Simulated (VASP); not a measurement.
# KTe6Br: single point with PBE

The system is KTe6Br.

```
CELL_PARAMETERS angstrom
5.98925 0.00000 0.00000
-2.99462 5.18684 0.00000
0.00000 0.00000 9.29284
ATOMIC_POSITIONS crystal
K 0.00000 0.00000 0.50000
Te 0.50000 0.00000 0.66390
Te 0.00000 0.50000 0.66390
Te 0.50000 0.50000 0.66390
Te 0.00000 0.50000 0.33610
Te 0.50000 0.00000 0.33610
Te 0.50000 0.50000 0.33610
Br 0.00000 0.00000 0.00000
```

The cell was generated, and may not be a known phase.

```yaml
Program: VASP 6.6.1
Task: single point
Functional: PBE
Potentials_or_basis: VASP PAW PBE potentials, release 64 (K_sv, Te, Br)
Cutoff: 520 eV
k_mesh: 3 × 3 × 2
Occupations: gaussian, width 0.1 eV
Spin: no spin polarisation
Dipole_correction: no
Further_INCAR_settings: ALGO = Normal; EDIFF = 1e-06; NBANDS = 36
```

The pressure is 6.1 GPa and the largest force is 0.250 eV/Å. The band gap on the k mesh is zero (bands 26 and 27 overlap by 1.93 eV).

Forces on the atoms (eV/Å):
```
K    0.000  0.000  0.000
Te   0.000  0.000  0.250
Te   0.000  0.000  0.250
Te   0.000  0.000  0.250
Te   0.000  0.000 -0.250
Te   0.000  0.000 -0.250
Te   0.000  0.000 -0.250
Br   0.000  0.000  0.000
```

Stress tensor (GPa, compression positive):
```
 9.63  0.00  0.00
 0.00  9.63  0.00
 0.00  0.00 -0.98
```

Levels at points of the mesh, in eV from the Fermi level:
```csv
k point,band 24,band 25,band 26,band 27,band 28,band 29
"(0.00, 0.00, 0.00)",-0.51,1.31,1.31,1.69,2.10,2.69
"(0.00, 0.00, 0.50)",-0.58,1.23,1.23,1.69,2.40,2.73
```

Run time: 3.7 min on 1 thread of Oxide Virtual Turin-like Processor (shared host), peak memory 0.36 GiB.

Caveat: the k points lie up to 0.40 Å⁻¹ apart, too coarse for converged energies and pressures of a metal; spin-orbit coupling is left out, which moves the levels of the heavy elements.
